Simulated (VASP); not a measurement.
# VSi2 (P6_222) in VASP: single point with PBE

Aim: the single point of VSi2 with PBE.

All numbers are computed with VASP 6.6.1; they aren't measurements. Logs are shortened: lines on timing, memory, paths and dates and some standing lists are left out, and cuts for length are marked.

**1. The cell of the first run**

It takes space group P6_222 (No. 180, hexagonal). The conventional cell has a = 4.535 Å, b = 4.535 Å, c = 6.319 Å, α = 90.00°, β = 90.00°, γ = 120.00°. Within 3.3 Å of V (site symmetry 222) lie 10 Si at 2.49 to 2.65 Å and 4 V at 3.09 Å. Within 3.3 Å of Si (site symmetry 2) lie 9 Si at 2.46 to 3.14 Å and 5 V at 2.49 to 2.65 Å.

**2. Single point, PBE**

POSCAR reads:

```
VSi2
1.0
    4.5347995798      0.0000000000      0.0000000000
   -2.2673997899      3.9272516372      0.0000000000
    0.0000000000      0.0000000000      6.3189006300
V Si
3 6
Direct
    0.0000000000      0.5000000000      0.1666666700
    0.5000000000      0.5000000000      0.8333333300
    0.5000000000      0.0000000000      0.5000000000
    0.8375067800      0.6750135500      0.5000000000
    0.1624932300      0.8375067800      0.8333333300
    0.6750135500      0.8375067800      0.1666666700
    0.1624932200      0.3249864500      0.5000000000
    0.8375067800      0.1624932200      0.8333333300
    0.3249864500      0.1624932300      0.1666666700
```

INCAR.step1 reads:

```
SYSTEM = VSi2
  PREC = Accurate
  ENCUT = 520
  EDIFF = 1E-6
  ISMEAR = 0
  SIGMA = 0.05
  LREAL = .FALSE.
  LASPH = .TRUE.
  NELM = 60
  ALGO = Normal
  ISIF = 2
  LWAVE = .FALSE.
  LCHARG = .TRUE.
  LMAXMIX = 4
  GGA = PE
  NBANDS = 42
```

KPOINTS.step1 reads:

```
regular mesh
0
G
  9 9 6
  0 0 0
```

INCAR.step2 reads:

```
SYSTEM = VSi2
  PREC = Accurate
  ENCUT = 520
  EDIFF = 1E-6
  ISMEAR = -5
  SIGMA = 0.05
  LREAL = .FALSE.
  LASPH = .TRUE.
  NELM = 60
  ALGO = Normal
  ISIF = 2
  LWAVE = .FALSE.
  LCHARG = .FALSE.
  LMAXMIX = 4
  GGA = PE
  LORBIT = 10
  NBANDS = 42
  NEDOS = 2001
  ICHARG = 11
```

KPOINTS.step2 reads:

```
regular mesh
0
G
  14 14 9
  0 0 0
```

Potentials or basis: VASP PAW PBE potentials, release 64 (V_sv, Si).

The run is started by

```sh
cat potpaw_PBE.64/V_sv/POTCAR potpaw_PBE.64/Si/POTCAR > POTCAR
cp INCAR.step1 INCAR
cp KPOINTS.step1 KPOINTS
mpirun -np 1 vasp_std > vasp.out
cp INCAR.step2 INCAR
cp KPOINTS.step2 KPOINTS
mpirun -np 1 vasp_std > vasp.out
```

OUTCAR:

```text
SYSTEM = VSi2
   PREC = Accurate
   ENCUT = 520
   EDIFF = 1E-6
   ISMEAR = -5
   LREAL = .FALSE.
   LASPH = .TRUE.
   NELM = 60
   ISIF = 2
   GGA = PE
   LORBIT = 10
   ICHARG = 11

 ion  position               nearest neighbor table
   1  0.000  0.500  0.167-   4 2.49   7 2.49   5 2.49   8 2.49   9 2.60   6 2.60   6 2.60   9 2.60
                             6 2.65   9 2.65
   2  0.500  0.500  0.833-   4 2.49   7 2.49   9 2.49   6 2.49   5 2.60   8 2.60   8 2.60   5 2.60
                             5 2.65   8 2.65
   3  0.500  0.000  0.500-   5 2.49   6 2.49   9 2.49   8 2.49   7 2.60   4 2.60   7 2.60   4 2.60
                             7 2.65   4 2.65
   4  0.838  0.675  0.500-   5 2.46   6 2.46   1 2.49   2 2.49   7 2.55   3 2.60   3 2.60   3 2.65
                             7 2.65   7 2.65   8 3.05   9 3.05   9 3.14   8 3.14
   5  0.162  0.838  0.833-   4 2.46   9 2.46   3 2.49   1 2.49   8 2.55   2 2.60   2 2.60   2 2.65
                             8 2.65   8 2.65   7 3.05   6 3.05   7 3.14   6 3.14
   6  0.675  0.838  0.167-   4 2.46   8 2.46   3 2.49   2 2.49   9 2.55   1 2.60   1 2.60   1 2.65
                             9 2.65   9 2.65   7 3.05   5 3.05   7 3.14   5 3.14
   7  0.162  0.325  0.500-   8 2.46   9 2.46   1 2.49   2 2.49   4 2.55   3 2.60   3 2.60   3 2.65
                             4 2.65   4 2.65   6 3.05   5 3.05   5 3.14   6 3.14
   8  0.838  0.162  0.833-   7 2.46   6 2.46   3 2.49   1 2.49   5 2.55   2 2.60   2 2.60   2 2.65
                             5 2.65   5 2.65   4 3.05   9 3.05   4 3.14   9 3.14
   9  0.325  0.162  0.167-   7 2.46   5 2.46   3 2.49   2 2.49   6 2.55   1 2.60   1 2.60   1 2.65
                             6 2.65   6 2.65   4 3.05   8 3.05   4 3.14   8 3.14

  LATTYP: Found a hexagonal cell.
 ALAT       =     4.5347995798
 C/A-ratio  =     1.3934244543

  Lattice vectors:

 A1 = (   4.5347995798,   0.0000000000,   0.0000000000)
 A2 = (  -2.2673997899,   3.9272516372,   0.0000000000)
 A3 = (   0.0000000000,   0.0000000000,   6.3189006300)

Analysis of symmetry for initial positions (statically):
=====================================================================
 Subroutine PRICEL returns:
 Original cell was already a primitive cell.

 Routine SETGRP: Setting up the symmetry group for a
 hexagonal supercell.

 Subroutine GETGRP returns: Found 12 space group operations
 (whereof  4 operations were pure point group operations)
 out of a pool of 24 trial point group operations.

The static configuration has the point symmetry D_2 .
 The point group associated with its full space group is D_6 .

Analysis of symmetry for dynamics (positions and initial velocities):
=====================================================================
 Subroutine PRICEL returns:
 Original cell was already a primitive cell.

[... 145 lines left out ...]
  volume/ion in A,a.u.               =      12.50        84.38
  Fermi-wavevector in a.u.,A,eV,Ry     =   1.349249  2.549712 24.769051  1.820474
  Thomas-Fermi vector in A             =   2.476852
   LORBIT       =     10    0 simple, 1 ext, 2 COOP (PROOUT), +10 PAW based schemes
   GGA     = PE    functional components
   LHFCALC =     F    Hartree Fock is set to
   AEXX    =    0.0000 exact exchange contribution
   IVDW    =     0    specifies the selected vdW correction
   LEPSILON=     F    determine dielectric tensor
   LRPA    =     F    only Hartree local field effects (RPA)
 non-spin polarized calculation
 Fermi weights with tetrahedron method with Bloechl corrections
  energy-cutoff  :      520.00
  volume of cell :      112.54
 maximum number of plane-waves:      3077
 NGX is ok and might be reduce to    36

 number of electron      63.0000019 magnetization

 Free energy of the ion-electron system (eV)
  ---------------------------------------------------
  ext. energy  EPLUGINS =         0.00000000
  ---------------------------------------------------
  free energy    TOTEN  =       -63.85026412 eV

  energy without entropy =      -63.85026412  energy(sigma->0) =      -63.85026412

 E-fermi :  11.5181     XC(G=0): -12.2833

 val. band max:       11.5153731545   @ k =   0.3571   0.2143   0.0000
 cond. band min:      11.4826952351   @ k =   0.3571  -0.0000   0.0000
 fundamental gap:     -0.0326779194
 Fermi energy:        11.5181238497

 k-point     1 :       0.0000    0.0000    0.0000
  band No.  band energies     occupation
      1     -52.4116      2.00000
      2     -52.3949      2.00000
      3     -52.3948      2.00000
      4     -26.3821      2.00000
      5     -26.3820      2.00000
      6     -26.3668      2.00000
[... 1069 lines left out ...]
     41      14.7269      0.00000
     42      14.8734      0.00000

 [... further k-points ...]
[... 5 lines left out ...]
  --------------------------------------------------------------------------------------
  -------------------------------------------------------------------------------------
  Total        2.4760903      2.4760903      3.0897242      0.0000000      0.0000000      0.0000000
  in kB       35.2524022     35.2524022     43.9887821      0.0000000      0.0000000      0.0000000
  external PRESSURE =      38.1645288 kB  Pullay stress =       0.0000000 kB

 VOLUME and BASIS-vectors are now :
 -----------------------------------------------------------------------------
  energy-cutoff  :      520.00
  volume of cell :      112.54
      direct lattice vectors                 reciprocal lattice vectors
     4.534799580  0.000000000  0.000000000     0.220516912  0.127315499  0.000000000
    -2.267399790  3.927251637  0.000000000     0.000000000  0.254630997  0.000000000
     0.000000000  0.000000000  6.318900630     0.000000000  0.000000000  0.158255377

 POSITION                                       TOTAL-FORCE (eV/Angst)
 -----------------------------------------------------------------------------------
     -1.13370      1.96363      1.05315         0.000000      0.000000      0.000000
      1.13370      1.96363      5.26575         0.000000     -0.000000     -0.000000
      2.26740      0.00000      3.15945         0.000000      0.000000      0.000000
      2.26740      2.65095      3.15945        -0.000000     -0.031563      0.000000
     -1.16209      3.28910      5.26575         0.027335     -0.015782      0.000000
      1.16209      3.28910      1.05315        -0.027335     -0.015782     -0.000000
     -0.00000      1.27630      3.15945         0.000000      0.031563      0.000000
      3.42949      0.63815      5.26575        -0.027335      0.015782      0.000000
      1.10531      0.63815      1.05315         0.027335      0.015782      0.000000
 -----------------------------------------------------------------------------------
    total drift:                               -0.000000      0.000000      0.000053

  FREE ENERGIE OF THE ION-ELECTRON SYSTEM (eV)
  ---------------------------------------------------
  free  energy   TOTEN  =       -63.8502641224 eV

  energy  without entropy=      -63.8502641224  energy(sigma->0) =      -63.85026412

 total charge

# of ion       s       p       d       tot
------------------------------------------
    1        2.238   6.238   3.256  11.732
    2        2.238   6.238   3.256  11.732
    3        2.238   6.238   3.256  11.732
    4        0.752   0.901   0.000   1.654
    5        0.752   0.901   0.000   1.654
    6        0.752   0.901   0.000   1.654
    7        0.752   0.901   0.000   1.654
    8        0.752   0.901   0.000   1.654
    9        0.752   0.901   0.000   1.654
--------------------------------------------------
tot         11.227  24.120   9.769  45.116
```

OUTCAR.step1:

```text
SYSTEM = VSi2
   PREC = Accurate
   ENCUT = 520
   EDIFF = 1E-6
   ISMEAR = 0
   LREAL = .FALSE.
   LASPH = .TRUE.
   NELM = 60
[... 1340 lines left out ...]
     -0.00000      1.27630      3.15945         0.000000      0.036144     -0.000000
      3.42949      0.63815      5.26575        -0.031302      0.018072     -0.000000
      1.10531      0.63815      1.05315         0.031302      0.018072     -0.000000
 -----------------------------------------------------------------------------------
    total drift:                                0.000000      0.000003      0.000050

  FREE ENERGIE OF THE ION-ELECTRON SYSTEM (eV)
  ---------------------------------------------------
  free  energy   TOTEN  =       -63.8480525128 eV

  energy  without entropy=      -63.8390190229  energy(sigma->0) =      -63.84353577
```

It took 6.5 min on 1 thread of Intel Xeon Platinum 8488C (Sapphire Rapids), shared host; peak memory 0.52 GiB.

What came out:

| Quantity | Value |
| --- | --- |
| Valence electrons inside the program's atomic spheres | V 11.73; Si 1.65 |

Levels at points of the mesh, in eV from the Fermi level:
```tsv
k point	band 28	band 29	band 30	band 31	band 32	band 33	band 34	band 35	band 36	band 37
(0.00, 0.00, 0.00)	-2.15	-2.15	-1.84	-1.84	-1.73	0.37	2.14	2.48	2.48	2.53
(0.50, 0.00, 0.00)	-1.42	-0.72	-0.59	-0.13	0.04	0.42	1.06	1.43	1.50	2.29
```
